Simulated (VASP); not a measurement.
Set up this calculation in VASP 6.6.1, as the native input.

```
Task                   : single point
Functional             : PBE
Potentials or basis    : VASP PAW PBE potentials, release 64 (Si, C)
Cutoff                 : 520 eV
k mesh                 : 12 × 12 × 6
Occupations            : fermi-dirac, width 0.02 eV
Spin                   : no spin polarisation
Dipole correction      : no
Further INCAR settings : ALGO = Normal; EDIFF = 1e-06; NBANDS = 16
```

The structure of SiC lies in POSCAR:

```
SiC
1.0
    3.0753562392      0.0000000000      0.0000000000
   -1.5376781196      2.6633366288      0.0000000000
    0.0000000000      0.0000000000      4.9976270101
Si C
2 2
Direct
    0.3333333333      0.6666666667     -0.0009146521
    0.6666666667      0.3333333333      0.4990853479
    0.3333333333      0.6666666667      0.3759146521
    0.6666666667      0.3333333333      0.8759146521
```

This cell differs from its parent crystal: uniaxial z strain -1.0%.

These files were run (other wordings do the same):

INCAR

```
SYSTEM = SiC
ALGO     = Normal         ! electronic algorithm
EDIFF    = 1E-6           ! SCF threshold, eV
ENCUT    = 520            ! plane-wave cutoff, eV
GGA      = PE             ! functional
ISIF     = 2              ! what is computed and relaxed
ISMEAR   = -1             ! smearing method
LASPH    = .TRUE.         ! aspherical terms in the spheres
LCHARG   = .FALSE.        ! write CHGCAR
LREAL    = .FALSE.        ! projectors in reciprocal space
LWAVE    = .FALSE.        ! write WAVECAR
NBANDS   = 16             ! bands
NELM     = 80             ! most SCF steps
PREC     = Accurate       ! precision mode
SIGMA    = 0.02           ! smearing width, eV
```

KPOINTS

```
k-points
0
G
  12 12 6
  0 0 0
```

Potentials or basis: VASP PAW PBE potentials, release 64 (Si, C).

Command:

```bash
$ cat potpaw_PBE.64/Si/POTCAR potpaw_PBE.64/C/POTCAR > POTCAR
$ mpirun -np 1 vasp_std > vasp.out
```

It gave:

```yaml
Pressure: 5.8 GPa
Largest_force: 0.010 eV/Å
Band_gap_on_the_k_mesh: 2.33 eV, indirect (least direct gap 3.91 eV)
```

Caveat: the cell differs from its parent crystal (uniaxial z strain -1.0%).

Run time: 21 s on 1 thread of AMD EPYC 9R45 96-Core Processor (Zen 5), with other jobs on the host, peak memory 0.15 GiB.
